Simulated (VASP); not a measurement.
Write the native input for VASP 6.6.1 that does the following.

* Task: single point
* Functional: PBEsol
* Potentials or basis: VASP PAW PBE potentials, release 64 (Cd, S)
* Cutoff: 520 eV
* k mesh: 7 × 7 × 4
* Occupations: fermi-dirac, width 0.05 eV
* Spin: no spin polarisation
* Dipole correction: no
* Further INCAR settings: ALGO = Normal; EDIFF = 1e-07; NBANDS = 26

The structure of CdS (Greenockite) lies in POSCAR:

```
CdS
1.0
    4.1221468118      0.0000000000      0.0000000000
   -2.0610734059      3.5698838571      0.0000000000
    0.0000000000      0.0000000000      6.6917838725
Cd S
2 2
Direct
    0.6666666667      0.3333333333      0.5000000000
    0.3333333333      0.6666666667      0.0000000000
    0.6666666667      0.3333333333      0.8750000000
    0.3333333333      0.6666666667      0.3750000000
```

This cell differs from its parent crystal: volume scaled by 0.98.

These files were run (other wordings do the same):

INCAR

```
  PREC = Accurate
  ENCUT = 520
  EDIFF = 1E-7
  ISMEAR = -1
  SIGMA = 0.05
  LREAL = F
  LASPH = T
  NELM = 60
  ALGO = Normal
  ISIF = 2
  LWAVE = F
  LCHARG = F
  GGA = PS
  NBANDS = 26
```

KPOINTS

```
Automatic mesh
0
Gamma
  7 7 4
```

Potentials or basis: VASP PAW PBE potentials, release 64 (Cd, S).

Launch:

```sh
$ cat potpaw_PBE.64/Cd/POTCAR potpaw_PBE.64/S/POTCAR > POTCAR
$ mpirun -np 1 vasp_std > vasp.out
```

It gave:

* Pressure: 0.6 GPa
* Largest force: 0.071 eV/Å
* Band gap on the k mesh: 1.11 eV, direct

Caveat: the PAW data sets were made with another functional, which shifts forces and pressure a little.

Run time: 55 s on 1 thread of Intel(R) Xeon(R) Platinum 8488C (Sapphire Rapids), on a shared host, peak memory 0.24 GiB.
